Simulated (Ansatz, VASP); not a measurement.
**ZnSe: VASP beside Ansatz**

The input POSCAR:

```
ZnSe
1.0
    0.0000000000      2.8885073065      2.8885073065
    2.8885073065      0.0000000000      2.8885073065
    2.8885073065      2.8885073065      0.0000000000
Zn Se
1 1
Direct
    0.0000000000      0.0000000000      0.0000000000
    0.2500000000      0.2500000000      0.2500000000
```

Contents of INCAR.step1:

```
ALGO     = Normal         # electronic algorithm
EDIFF    = 1E-4           # SCF threshold, eV
ENCUT    = 520            # plane-wave cutoff, eV
GGA      = PE             # functional
ISMEAR   = 0              # smearing method
LASPH    = True           # aspherical terms in the spheres
LCHARG   = False          # write CHGCAR
LREAL    = False          # projectors in reciprocal space
LWAVE    = True           # write WAVECAR
NBANDS   = 16             # bands
NELM     = 60             # most SCF steps
PREC     = Accurate       # precision mode
SIGMA    = 0.02           # smearing width, eV
```

File INCAR.step2:

```
ALGO     = Normal         # electronic algorithm
EDIFF    = 1E-6           # SCF threshold, eV
ENCUT    = 520            # plane-wave cutoff, eV
ISIF     = 2              # what is computed and relaxed
ISMEAR   = 0              # smearing method
ISTART   = 1            
LASPH    = True           # aspherical terms in the spheres
LCHARG   = False          # write CHGCAR
LMIXTAU  = True         
LREAL    = False          # projectors in reciprocal space
LWAVE    = False          # write WAVECAR
METAGGA  = R2SCAN         # meta-GGA
NBANDS   = 16             # bands
NELM     = 60             # most SCF steps
PREC     = Accurate       # precision mode
SIGMA    = 0.02           # smearing width, eV
```

The input KPOINTS:

```
k-points
0
Gamma
  8 8 8
```

Input for Ansatz:

```yaml
crystal:
  lattice:
    - [0.0, 2.8885073074, 2.8885073074]
    - [2.8885073074, 0.0, 2.8885073074]
    - [2.8885073074, 2.8885073074, 0.0]
  atoms:
    - { symbol: Zn, position: [0.0, 0.0, 0.0] }
    - { symbol: Se, position: [0.25, 0.25, 0.25] }
basis:
  ecutwfc: 500
kpoints:
  mp_grid: { grid: [8, 8, 8] }
hamiltonian:
  xc: r2scan
scf:
  occupations: { method: gaussian, width: 0.02 }
output:
  forces: true
  stress: true
  eigenvalues: true
```

Alike in both runs: task single point; functional r2SCAN; k mesh 8 × 8 × 8; occupations gaussian, width 0.02 eV; no spin polarisation.

|  | VASP | Ansatz |
| --- | --- | --- |
| version | VASP 6.6.1 | Ansatz 0.2.0 |
| potentials or method | VASP PAW PBE potentials, release 64 (Zn, Se), cutoff 520 eV | scalar-relativistic, plane waves, PAW |
| valence electrons in the cell | 18 | 28 |

Ansatz gave:

- gap on the k mesh at the Fermi level (eV): 1.62
- least direct gap on the mesh (eV): 1.62
- pressure (GPa): -3.4

**Question.** Estimate VASP's values.

**Answer.** gap on the k mesh at the Fermi level (eV): 1.62; least direct gap on the mesh (eV): 1.62; pressure (GPa): -3.3.

VASP's potentials were made for PBE, not for r2SCAN. VASP's potentials hold 18 valence electrons a cell and Ansatz's 28, so a difference there can come from the potentials and not from the codes.
